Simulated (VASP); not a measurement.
AlN: single point with PBE

The system is AlN.

```xyz
2
Lattice="-0.0831 2.0471 2.0471 2.0471 -0.0831 2.0471 2.0471 2.0471 -0.0831" Properties=species:S:1:pos:R:3 pbc="T T T"
Al    2.0055    2.0055    2.0055
N     0.0000    0.0000    0.0000
```

```
Program                : VASP 6.6.1
Task                   : single point
Functional             : PBE
Potentials or basis    : VASP PAW PBE potentials, release 64 (Al, N)
Cutoff                 : 520 eV
k mesh                 : 10 × 10 × 10
Occupations            : gaussian, width 0.05 eV
Spin                   : no spin polarisation
Dipole correction      : no
Further INCAR settings : ALGO = Normal; EDIFF = 1e-07; NBANDS = 11
```

```json
{
  "Pressure": "-16.4 GPa",
  "Band gap on the k mesh": "3.03 eV, indirect (least direct gap 3.75 eV)"
}
```

Stress tensor (GPa, compression positive):
```
-16.41  10.26  10.26
 10.26 -16.41  10.26
 10.26  10.26 -16.41
```

Levels at points of the mesh, in eV from the valence-band top:
```csv
k point,band 1,band 2,band 3,band 4,band 5,band 6,band 7,band 8
"(0.00, 0.00, 0.00)",-17.19,-0.72,-0.72,0.00,3.75,10.79,10.79,12.72
"(0.50, 0.00, 0.00)",-14.38,-8.33,-1.48,-1.01,5.20,9.75,10.50,11.14
"(0.50, 0.50, 0.00)",-13.44,-7.23,-3.41,-2.63,3.03,5.19,12.22,15.05
"(0.50, 0.50, 0.50)",-14.01,-7.77,-1.75,-1.75,4.33,8.89,8.89,11.72
```

It took 47 s on 1 thread of AMD EPYC 7R13 (shared host), peak memory 0.12 GiB.

A k mesh can miss the band edges. PBE gaps usually lie below the measured ones, often by a third to a half.
